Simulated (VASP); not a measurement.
# Ir2Rh (P-3m1) in VASP: a series of runs

Ir2Rh is run at these levels: PBE; tasks: single point.

Program: VASP 6.6.1. These are calculated values, not measurements. Logs are shortened: lines on timing, memory, paths and dates and some standing lists are left out, and cuts for length are marked.

## 1. The cell of the first run

Symmetry: P-3m1, No. 164, trigonal system. The conventional cell has a = 2.741 Å, b = 2.741 Å, c = 13.292 Å, α = 90.00°, β = 90.00°, γ = 120.00°. Within 3.6 Å of Ir (site symmetry 3m) lie 12 Ir at 2.72 to 2.74 Å. Ir (site symmetry 3m) has 3 Rh at 2.71 Å and 9 Ir at 2.72 to 2.74 Å within 3.6 Å. Rh (site symmetry 3m) has 3 Ir at 2.71 Å and 9 Rh at 2.72 to 2.74 Å within 3.6 Å.

## 2. Single point, PBE

The input, INCAR:

```
SYSTEM = Ir2Rh
PREC = Accurate
ENCUT = 520
EDIFF = 1E-7
ISMEAR = 0
SIGMA = 0.1
LREAL = .False.
LASPH = .True.
NELM = 60
ALGO = Fast
ISIF = 2
LWAVE = .False.
LCHARG = .False.
GGA = PE
NBANDS = 42
```

The input, KPOINTS:

```
regular mesh
0
Gamma
  6 6 2
  0 0 0
```

The input, POSCAR:

```
Ir2Rh
1.0
    2.7407272000      0.0000000000      0.0000000000
   -1.3703636000      2.3735394000      0.0000000000
    0.0000000000      0.0000000000     13.2917787000
Ir Rh
4 2
Direct
    0.3333333000      0.6666667000      0.9159160000
    0.3333333000      0.6666667000      0.2509280000
    0.6666667000      0.3333333000      0.0840840000
    0.6666667000      0.3333333000      0.7490720000
    0.3333333000      0.6666667000      0.5833910000
    0.6666667000      0.3333333000      0.4166090000
```

Potentials or basis: VASP PAW PBE potentials, release 64 (Ir, Rh_pv).

On the command line:

```console
$ cat potpaw_PBE.64/Ir/POTCAR potpaw_PBE.64/Rh_pv/POTCAR > POTCAR
$ mpirun -np 1 vasp_std > vasp.out
```

OUTCAR:

```text
SYSTEM = Ir2Rh
   PREC = Accurate
   ENCUT = 520
   EDIFF = 1E-7
   ISMEAR = 0
   LREAL = .False.
   LASPH = .True.
   NELM = 60
   ISIF = 2
   GGA = PE

 ion  position               nearest neighbor table
   1  0.333  0.667  0.916-   4 2.72   4 2.72   4 2.72   3 2.74   3 2.74   3 2.74
   2  0.333  0.667  0.251-   6 2.71   6 2.71   6 2.71   3 2.72   3 2.72   3 2.72
   3  0.667  0.333  0.084-   2 2.72   2 2.72   2 2.72   1 2.74   1 2.74   1 2.74
   4  0.667  0.333  0.749-   5 2.71   5 2.71   5 2.71   1 2.72   1 2.72   1 2.72
   5  0.333  0.667  0.583-   4 2.71   4 2.71   4 2.71   6 2.72   6 2.72   6 2.72
   6  0.667  0.333  0.417-   2 2.71   2 2.71   2 2.71   5 2.72   5 2.72   5 2.72

  LATTYP: Found a hexagonal cell.
 ALAT       =     2.7407272000
 C/A-ratio  =     4.8497269995

  Lattice vectors:

 A1 = (   2.7407272000,   0.0000000000,   0.0000000000)
 A2 = (  -1.3703636000,   2.3735394000,   0.0000000000)
 A3 = (   0.0000000000,   0.0000000000,  13.2917787000)

Analysis of symmetry for initial positions (statically):
=====================================================================
 Subroutine PRICEL returns:
 Original cell was already a primitive cell.

 Routine SETGRP: Setting up the symmetry group for a
 hexagonal supercell.

 Subroutine GETGRP returns: Found 12 space group operations
 (whereof 12 operations were pure point group operations)
 out of a pool of 24 trial point group operations.

The static configuration has the point symmetry D_3d.

Analysis of symmetry for dynamics (positions and initial velocities):
=====================================================================
 Subroutine PRICEL returns:
 Original cell was already a primitive cell.

 Routine SETGRP: Setting up the symmetry group for a
 hexagonal supercell.

 Subroutine GETGRP returns: Found 12 space group operations
 (whereof 12 operations were pure point group operations)
 out of a pool of 24 trial point group operations.

The dynamic configuration has the point symmetry D_3d.

 Subroutine INISYM returns: Found 12 space group operations
 (whereof 12 operations are pure point group operations),
 and found     1 'primitive' translations

----------------------------------------------------------------------------------------

                                     Primitive cell

  volume of cell :      86.4660

  direct lattice vectors                    reciprocal lattice vectors
     2.740727200  0.000000000  0.000000000     0.364866668  0.210655867  0.000000000
    -1.370363600  2.373539400  0.000000000     0.000000000  0.421311734  0.000000000
     0.000000000  0.000000000 13.291778700     0.000000000  0.000000000  0.075234476

  length of vectors
     2.740727200  2.740727217 13.291778700     0.421311737  0.421311734  0.075234476

  position of ions in fractional coordinates (direct lattice)
     0.333333300  0.666666700  0.915916000
     0.333333300  0.666666700  0.250928000
     0.666666700  0.333333300  0.084084000
     0.666666700  0.333333300  0.749072000
     0.333333300  0.666666700  0.583391000
     0.666666700  0.333333300  0.416609000

  ion indices of the primitive-cell ions
   primitive index   ion index
                 1           1
                 2           2
                 3           3
                 4           4
                 5           5
                 6           6

----------------------------------------------------------------------------------------

 KPOINTS: regular mesh

Automatic generation of k-mesh.
 Grid dimensions read from file:
 generate k-points for:    6    6    2

 Generating k-lattice:

  Cartesian coordinates                     Fractional coordinates (reciprocal lattice)
     0.060811111  0.035109311  0.000000000     0.166666667 -0.000000000  0.000000000
     0.000000000  0.070218622  0.000000000     0.000000000  0.166666667  0.000000000
     0.000000000  0.000000000  0.037617238     0.000000000  0.000000000  0.500000000

  Length of vectors
     0.070218623  0.070218622  0.037617238

  Shift w.r.t. Gamma in fractional coordinates (k-lattice)
     0.000000000  0.000000000  0.000000000

 Subroutine IBZKPT returns following result:
 ===========================================

 Found     14 irreducible k-points:

 Following reciprocal coordinates:
            Coordinates               Weight
  0.000000  0.000000  0.000000      1.000000
  0.166667  0.000000  0.000000      6.000000
  0.333333  0.000000  0.000000      6.000000
  0.500000  0.000000  0.000000      3.000000
  0.166667  0.166667  0.000000      6.000000
  0.333333  0.166667  0.000000     12.000000
  0.333333  0.333333  0.000000      2.000000
  0.000000  0.000000  0.500000      1.000000
  0.166667  0.000000  0.500000      6.000000
  0.333333  0.000000  0.500000      6.000000
  0.500000  0.000000  0.500000      3.000000
  0.166667  0.166667  0.500000      6.000000
  0.333333  0.166667  0.500000     12.000000
  0.333333  0.333333  0.500000      2.000000
   k-points           NKPTS =     14   k-points in BZ     NKDIM =     14   number of bands    NBANDS=     42
   number of dos      NEDOS =    301   number of ions     NIONS =      6
   total plane-waves  NPLWV =  40000
   dimension x,y,z NGX =    20 NGY =   20 NGZ =  100
   dimension x,y,z NGXF=    40 NGYF=   40 NGZF=  200
   ions per type =               4   2
   NGX,Y,Z   is equivalent  to a cutoff of  12.13, 12.13, 12.51 a.u.
   NGXF,Y,Z  is equivalent  to a cutoff of  24.26, 24.26, 25.01 a.u.
 SYSTEM =  Ir2Rh
   PREC   = accura    normal or accurate (medium, high low for compatibility)
   ISTART =      0    job   : 0-new  1-cont  2-samecut
   ICHARG =      2    charge: 1-file 2-atom 10-const
   ISPIN  =      1    spin polarized calculation?
   LNONCOLLINEAR =      F non collinear calculations
   LSORBIT =      F    spin-orbit coupling
   LASPH  =      T    aspherical Exc in radial PAW
   ENCUT  =  520.0 eV  38.22 Ry    6.18 a.u.   5.10  5.10 24.71*2*pi/ulx,y,z
   NELM   =     60;   NELMIN=  2; NELMDL= -5     # of ELM steps
   EDIFF  = 0.1E-06   stopping-criterion for ELM
   LREAL  =      F    real-space projection
   EDIFFG = 0.1E-05   stopping-criterion for IOM
   NSW    =      0    number of steps for IOM
   IBRION =     -1    ionic relax: 0-MD 1-quasi-New 2-CG
   NFREE  =      0    steps in history (QN), initial steepest desc. (CG)
   ISIF   =      2    stress and relaxation
   ISYM   =      2    0-nonsym 1-usesym 2-fastsym
   POTIM  = 0.5000    time-step for ionic-motion
   TEBEG  =    0.0;   TEEND  =   0.0 temperature during run
   PSTRESS=    0.0 pullay stress
   NELECT =      66.0000    total number of electrons
   NUPDOWN=      -1.0000    fix difference up-down
   EMIN   =  10.00;   EMAX   =-10.00  energy-range for DOS
   EFERMI =   0.00;   METHOD = LEGACY
   ISMEAR =     0;   SIGMA  =   0.10  broadening in eV -4-tet -1-fermi 0-gaus
   EFERMI_NEDOS =   21; number of points for ismear=-14 and -15
   IALGO  =     68    algorithm
   IMIX   =      4    mixing-type and parameters
     AMIX     =   0.40;   BMIX     =  1.00
     AMIX_MAG =   1.60;   BMIX_MAG =  1.00
  volume/ion in A,a.u.               =      14.41        97.25
  Fermi-wavevector in a.u.,A,eV,Ry     =   1.496147  2.827308 30.456054  2.238457
  Thomas-Fermi vector in A             =   2.608201
   LORBIT       =      0    0 simple, 1 ext, 2 COOP (PROOUT), +10 PAW based schemes
   GGA     = PE    functional components
   LHFCALC =     F    Hartree Fock is set to
   AEXX    =    0.0000 exact exchange contribution
   IVDW    =     0    specifies the selected vdW correction
   LEPSILON=     F    determine dielectric tensor
   LRPA    =     F    only Hartree local field effects (RPA)
 non-spin polarized calculation
 RMM-DIIS sequential band-by-band and
 Gauss-broadening in eV      SIGMA  =   0.10
  energy-cutoff  :      520.00
  volume of cell :       86.47
 maximum number of plane-waves:      2346
   NGX = 11   NGY = 11   NGZ = 49

 number of electron      66.0000013 magnetization

 Free energy of the ion-electron system (eV)
  ---------------------------------------------------
  ext. energy  EPLUGINS =         0.00000000
  ---------------------------------------------------
  free energy    TOTEN  =       -49.50519610 eV

  energy without entropy =      -49.45464672  energy(sigma->0) =      -49.47992141

 E-fermi :  10.4135     XC(G=0): -13.8310

 val. band max:       10.4123183041   @ k =   0.3333   0.1667   0.0000
 cond. band min:      10.4180460622   @ k =   0.3333   0.3333   0.0000
 fundamental gap:      0.0057277581
 Fermi energy:        10.4134811237

 k-point     1 :       0.0000    0.0000    0.0000
  band No.  band energies     occupation
      1     -36.4958      2.00000
      2     -36.1795      2.00000
      3     -35.9930      2.00000
      4     -35.9930      2.00000
      5     -35.9473      2.00000
      6     -35.9473      2.00000
[... 34 lines left out ...]
     41      10.7471      0.00000
     42      10.7471      0.00000

 k-point     2 :       0.1667    0.0000    0.0000
  band No.  band energies     occupation
      1     -36.4663      2.00000
      2     -36.2039      2.00000
      3     -36.0879      2.00000
      4     -36.0589      2.00000
      5     -36.0254      2.00000
      6     -35.9709      2.00000
[... 34 lines left out ...]
     41      11.7755      0.00000
     42      14.3551      0.00000

 k-point     3 :       0.3333    0.0000    0.0000
  band No.  band energies     occupation
      1     -36.4263      2.00000
      2     -36.3686      2.00000
      3     -36.2515      2.00000
      4     -36.1650      2.00000
      5     -36.0881      2.00000
      6     -36.0194      2.00000
[... 34 lines left out ...]
     41      13.3648      0.00000
     42      17.7217      0.00000

 k-point     4 :       0.5000    0.0000    0.0000
  band No.  band energies     occupation
      1     -36.4811      2.00000
      2     -36.4591      2.00000
      3     -36.2698      2.00000
      4     -36.1944      2.00000
      5     -36.1187      2.00000
      6     -36.0441      2.00000
[... 394 lines left out ...]
     41      14.9792      0.00000
     42      15.4805      0.00000

 k-point    13 :       0.3333    0.1667    0.5000
  band No.  band energies     occupation
      1     -36.4319      2.00000
      2     -36.4102      2.00000
      3     -36.2712      2.00000
      4     -36.2076      2.00000
      5     -36.1481      2.00000
      6     -36.1025      2.00000
[... 34 lines left out ...]
     41      16.7022      0.00000
     42      16.8631      0.00000

 k-point    14 :       0.3333    0.3333    0.5000
  band No.  band energies     occupation
      1     -36.3720      2.00000
      2     -36.3720      2.00000
      3     -36.3378      2.00000
      4     -36.2425      2.00000
      5     -36.1876      2.00000
      6     -36.1876      2.00000
[... 34 lines left out ...]
     41      17.1802      0.00000
     42      17.1875      0.00000

------------------------ aborting loop because EDIFF is reached ----------------------------------------

  FORCE on cell =-STRESS in cart. coord.  units (eV):
  Direction    XX          YY          ZZ          XY          YZ          ZX
  --------------------------------------------------------------------------------------
  -------------------------------------------------------------------------------------
  Total        1.7488481      1.7488481     -2.2485400      0.0000000      0.0000000      0.0000000
  in kB       32.4053946     32.4053952    -41.6644680      0.0000000      0.0000000      0.0000000
  external PRESSURE =       7.7154406 kB  Pullay stress =       0.0000000 kB

 VOLUME and BASIS-vectors are now :
 -----------------------------------------------------------------------------
  energy-cutoff  :      520.00
  volume of cell :       86.47
      direct lattice vectors                 reciprocal lattice vectors
     2.740727200  0.000000000  0.000000000     0.364866668  0.210655867  0.000000000
    -1.370363600  2.373539400  0.000000000     0.000000000  0.421311734  0.000000000
     0.000000000  0.000000000 13.291778700     0.000000000  0.000000000  0.075234476

 POSITION                                       TOTAL-FORCE (eV/Angst)
 -----------------------------------------------------------------------------------
     -0.00000      1.58236     12.17415         0.000000     -0.000000     -0.023638
     -0.00000      1.58236      3.33528        -0.000000      0.000000     -0.048291
      1.37036      0.79118      1.11763        -0.000000      0.000000      0.023638
      1.37036      0.79118      9.95650         0.000000     -0.000000      0.048291
     -0.00000      1.58236      7.75430         0.000000     -0.000000      0.052636
      1.37036      0.79118      5.53747        -0.000000      0.000000     -0.052636
 -----------------------------------------------------------------------------------
    total drift:                                0.000000      0.000000      0.000000

  FREE ENERGIE OF THE ION-ELECTRON SYSTEM (eV)
  ---------------------------------------------------
  free  energy   TOTEN  =       -49.5051960956 eV

  energy  without entropy=      -49.4546467247  energy(sigma->0) =      -49.47992141
```

It took 39 s on 1 thread of Intel Xeon 6975P-C (Granite Rapids), shared host; peak memory 0.21 GiB.

Results:

| Property | Result |
| --- | --- |
| Free energy | -49.5052 eV |
| Pressure | 0.8 GPa |
| Largest force | 0.053 eV/Å |
| Band gap on the k mesh | zero (bands 33 and 34 overlap by 2.61 eV) |

Forces in eV/Å, atoms in the order of the input:
```
Ir   0.000  0.000 -0.024
Ir   0.000  0.000 -0.048
Ir   0.000  0.000  0.024
Ir   0.000  0.000  0.048
Rh   0.000  0.000  0.053
Rh   0.000  0.000 -0.053
```

Levels at points of the mesh, in eV from the Fermi level:
```csv
k point,band 30,band 31,band 32,band 33,band 34,band 35,band 36,band 37,band 38,band 39
"(0.00, 0.00, 0.00)",-2.07,-2.07,-1.05,-1.05,-1.04,-1.04,-0.08,0.01,0.01,0.18
"(0.50, 0.00, 0.00)",0.63,0.64,0.90,0.93,1.06,1.09,1.15,1.17,1.23,2.94
"(0.00, 0.00, 0.50)",-1.78,-1.68,-1.68,-1.38,-0.88,-0.38,-0.38,-0.36,-0.36,0.23
"(0.50, 0.00, 0.50)",0.36,0.63,0.65,0.95,1.06,1.18,1.23,1.94,2.16,2.57
```

Caveat: the k points lie up to 0.44 Å⁻¹ apart, too coarse for converged energies and pressures of a metal; spin-orbit coupling is left out, which moves the levels of the heavy elements.

## 3. Single point, PBE, collinear spin, ferromagnetic start

The input, INCAR:

```
  ALGO = Normal
  EDIFF = 1E-6
  ENCUT = 520
  GGA = PE
  ISIF = 2
  ISMEAR = 0
  ISPIN = 2
  LASPH = T
  LCHARG = F
  LMAXMIX = 4
  LORBIT = 11
  LREAL = F
  LWAVE = F
  MAGMOM = 1 1 1 1 1 1
  NBANDS = 46
  NELM = 150
  PREC = Accurate
  SIGMA = 0.1
```

The input, KPOINTS:

```
k-points
0
Gamma
  6 6 2
```

POSCAR is that of step 2.

Potentials or basis: VASP PAW PBE potentials, release 64 (Ir, Rh_pv).

On the command line:

```console
$ cat potpaw_PBE.64/Ir/POTCAR potpaw_PBE.64/Rh_pv/POTCAR > POTCAR
$ mpirun -np 1 vasp_std > vasp.out
```

It took 97 s on 1 thread of Intel Xeon 6975P-C (Granite Rapids), shared host; peak memory 0.27 GiB.

Results (log left out):

```yaml
Free_energy: -49.5052 eV
Pressure: 0.8 GPa
Largest_force: 0.053 eV/Å
Band_gap_on_the_k_mesh: zero (filled and empty bands overlap)
Net_moment: 0.00 μB per cell
Valence_electrons_inside_the_program's_atomic_spheres: Ir 8.32, 8.29 (each value once); Rh 13.74
```

Forces on the atoms (eV/Å):
```
Ir   0.000  0.000 -0.024
Ir   0.000  0.000 -0.049
Ir   0.000  0.000  0.024
Ir   0.000  0.000  0.049
Rh   0.000  0.000  0.053
Rh   0.000  0.000 -0.053
```

Stress tensor (GPa, compression positive):
```
 3.30  0.00  0.00
 0.00  3.30  0.00
 0.00  0.00 -4.11
```

Levels at points of the mesh, in eV from the Fermi level:
Spin up:
| k point | band 31 | band 32 | band 33 | band 34 | band 35 | band 36 | band 37 | band 38 |
| --- | --- | --- | --- | --- | --- | --- | --- | --- |
| (0.00, 0.00, 0.00) | -2.07 | -1.05 | -1.05 | -1.04 | -1.04 | -0.08 | 0.01 | 0.01 |
| (0.50, 0.00, 0.00) | 0.64 | 0.90 | 0.93 | 1.06 | 1.09 | 1.15 | 1.17 | 1.23 |
| (0.00, 0.00, 0.50) | -1.68 | -1.68 | -1.38 | -0.88 | -0.38 | -0.38 | -0.36 | -0.36 |
| (0.50, 0.00, 0.50) | 0.63 | 0.65 | 0.95 | 1.06 | 1.18 | 1.23 | 1.94 | 2.16 |
Spin down:
```
           k point  band 30  band 31  band 32  band 33  band 34  band 35  band 36  band 37  band 38  band 39
(0.00, 0.00, 0.00)    -2.07    -2.07    -1.04    -1.04    -1.04    -1.04    -0.08     0.01     0.01     0.18
(0.50, 0.00, 0.00)     0.63     0.64     0.90     0.93     1.06     1.09     1.15     1.17     1.23     2.94
(0.00, 0.00, 0.50)    -1.78    -1.68    -1.68    -1.38    -0.88    -0.38    -0.38    -0.36    -0.36     0.23
(0.50, 0.00, 0.50)     0.36     0.63     0.65     0.95     1.06     1.18     1.23     1.94     2.16     2.57
```

Caveat: the k points lie up to 0.44 Å⁻¹ apart, too coarse for converged energies and pressures of a metal; spin-orbit coupling is left out, which moves the levels of the heavy elements.

## 4. Single point, PBE

The input, INCAR:

```
ALGO = Fast
EDIFF = 1E-6
ENCUT = 520
GGA = PE
ISIF = 2
ISMEAR = 0
LASPH = T
LCHARG = F
LREAL = F
LWAVE = F
NBANDS = 42
NELM = 100
PREC = Accurate
SIGMA = 0.1
```

The input, KPOINTS:

```
k-points
0
Gamma
  18 18 4
```

The input, POSCAR:

```
Ir2Rh
1.0
    2.7407272115      0.0000000000      0.0000000000
   -1.3703636058      2.3735393900      0.0000000000
    0.0000000000      0.0000000000     13.2917787000
Ir Rh
4 2
Direct
    0.3333333333      0.6666666667      0.9159160000
    0.3333333333      0.6666666667      0.2509280000
    0.6666666667      0.3333333333      0.0840840000
    0.6666666667      0.3333333333      0.7490720000
    0.3333333333      0.6666666667      0.5833910000
    0.6666666667      0.3333333333      0.4166090000
```

On the command line:

```console
$ cat potpaw_PBE.64/Ir/POTCAR potpaw_PBE.64/Rh_pv/POTCAR > POTCAR
$ mpirun -np 1 vasp_std > vasp.out
```

It took 5.2 min on 1 thread of Intel Xeon 6975P-C (Granite Rapids), shared host; peak memory 0.49 GiB.

It converged, with:

| Quantity | Value |
| --- | --- |
| Free energy | -49.6304 eV |
| Pressure | 0.4 GPa |
| Largest force | 0.021 eV/Å |
| Band gap on the k mesh | zero (bands 33 and 34 overlap by 2.56 eV) |

Forces on the atoms (eV/Å):
```
Ir   0.000  0.000  0.007
Ir   0.000  0.000  0.021
Ir   0.000  0.000 -0.007
Ir   0.000  0.000 -0.021
Rh   0.000  0.000 -0.020
Rh   0.000  0.000  0.020
```

Levels at points of the mesh, in eV from the Fermi level:
```
           k point  band 30  band 31  band 32  band 33  band 34  band 35
(0.00, 0.00, 0.00)    -2.15    -2.15    -1.13    -1.13    -1.13    -1.13
(0.50, 0.00, 0.00)     0.52     0.55     0.78     0.82     0.92     1.00
(0.00, 0.00, 0.50)    -1.87    -1.75    -1.75    -1.46    -0.94    -0.46
(0.50, 0.00, 0.50)     0.26     0.52     0.55     0.80     0.92     1.04
```

Caveat: spin-orbit coupling is left out, which moves the levels of the heavy elements.

## 5. Overview

```tsv
spin	k mesh	gap on the mesh (eV)	pressure (GPa)	largest force (eV/Å)
off	6 × 6 × 2	none	0.8	0.05
collinear, ferromagnetic start	6 × 6 × 2	none	0.8	0.05
off	18 × 18 × 4	none	0.4	0.02
```

Alike in all rows: task single point; level PBE; potentials or basis VASP PAW PBE potentials, release 64 (Ir, Rh_pv); cell as given; cutoff (eV) 520; smearing gaussian 0.1 eV.

Caveats: some runs use coarse meshes; spin-orbit coupling is left out, which moves the levels of the heavy elements.

Absolute energies hang on the potentials; compare differences alone.
